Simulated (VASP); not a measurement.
Input of a VASP 6.6.1 run:

Contents of POSCAR:

```
ScAlH6
1.0
    2.9212018803      1.6865566905      1.8878861873
   -2.9212018803      1.6865566905      1.8878861873
    0.0000000000     -3.3731133853      1.8878861834
Sc Al H
1 1 6
Direct
    0.0000000000      0.0000000000      0.0000000000
    0.5000000000      0.5000000000      0.5000000000
    0.5495724837      0.2304192221      0.1203540091
    0.2304192221      0.1203540091      0.5495724837
    0.8796459909      0.4504275163      0.7695807779
    0.7695807779      0.8796459909      0.4504275163
    0.4504275163      0.7695807779      0.8796459909
    0.1203540091      0.5495724837      0.2304192221
```

Contents of INCAR.step1:

```
PREC = Accurate
ENCUT = 600
ISMEAR = -1
SIGMA = 0.03
LREAL = False
LASPH = True
NELM = 100
GGA = PE
ALGO = Normal
EDIFF = 1E-4
LWAVE = True
LCHARG = False
```

INCAR.step2

```
PREC = Accurate
ENCUT = 600
EDIFF = 1E-6
ISMEAR = -1
SIGMA = 0.03
LREAL = False
LASPH = True
NELM = 100
ALGO = Normal
ISIF = 3
LWAVE = False
LCHARG = False
METAGGA = R2SCAN
LMIXTAU = True
LUSE_VDW = True
IVDW_NL = 2
BPARAM = 11.95
CPARAM = 0.0093
IBRION = 2
NSW = 100
EDIFFG = -0.01
ISTART = 1
```

KPOINTS

```
Automatic mesh
0
Gamma
  6 6 6
```

Potentials or basis: VASP PAW PBE potentials, release 64 (Sc_sv, Al, H).

Command:

```sh
$ cat potpaw_PBE.64/Sc_sv/POTCAR potpaw_PBE.64/Al/POTCAR potpaw_PBE.64/H/POTCAR > POTCAR
$ cp INCAR.step1 INCAR
$ mpirun -np 1 vasp_std > vasp.out
$ cp INCAR.step2 INCAR
$ mpirun -np 1 vasp_std > vasp.out
```

(1) Predict the relaxed volume.

(2) Estimate the relaxed cell.

Answers

(1) 7.22 Å³/atom.

(2) a = 3.913 Å, b = 3.913 Å, c = 3.913 Å, α = 98.44°, β = 98.44°, γ = 98.44°.

Caveat: the PAW data sets were made with another functional, which shifts forces and pressure a little.
